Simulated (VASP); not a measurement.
Set up this calculation in VASP 6.6.1, as the native input.

* Task: single point
* Functional: PBE
* Potentials or basis: VASP PAW PBE potentials, release 64 (Al, Ru_pv)
* Cutoff: 520 eV
* k mesh: 20 × 20 × 20
* Occupations: gaussian, width 0.15 eV
* Spin: no spin polarisation
* Dipole correction: no
* Further INCAR settings: ALGO = Fast; EDIFF = 1e-06; NBANDS = 16

The structure of AlRu lies in POSCAR:

```
AlRu
1.0
    2.9139621829      0.0000000000      0.0000000000
    0.0000000000      2.9139621829      0.0000000000
    0.0000000000      0.0000000000      3.0942072663
Al Ru
1 1
Direct
    0.0000000000      0.0000000000      0.0000000000
    0.5000000000      0.5000000000      0.5000000000
```

This cell differs from its parent crystal: strain -0.030 along x and y, +0.030 along z.

These files were run (other wordings do the same):

INCAR

```
SYSTEM = AlRu
PREC = Accurate
ENCUT = 520
EDIFF = 1E-6
ISMEAR = 0
SIGMA = 0.15
LREAL = .FALSE.
LASPH = .TRUE.
NELM = 60
ALGO = Fast
ISIF = 2
LWAVE = .FALSE.
LCHARG = .FALSE.
GGA = PE
NBANDS = 16
```

KPOINTS

```
Automatic mesh
0
G
  20 20 20
  0 0 0
```

Potentials or basis: VASP PAW PBE potentials, release 64 (Al, Ru_pv).

Command:

```bash
$ cat potpaw_PBE.64/Al/POTCAR potpaw_PBE.64/Ru_pv/POTCAR > POTCAR
$ mpirun -np 1 vasp_std > vasp.out
```

Results of the run:

The pressure is 7.2 GPa. The band gap on the k mesh is zero (an odd number of electrons rules out a gap without spin polarisation).

Caveat: the cell differs from its parent crystal (strain -0.030 along x and y, +0.030 along z); the stress differs along the axes, from 0 to 11 GPa.

Run time: 3.9 min on 1 thread of Intel Xeon 8259CL, on a shared host, peak memory 0.39 GiB.
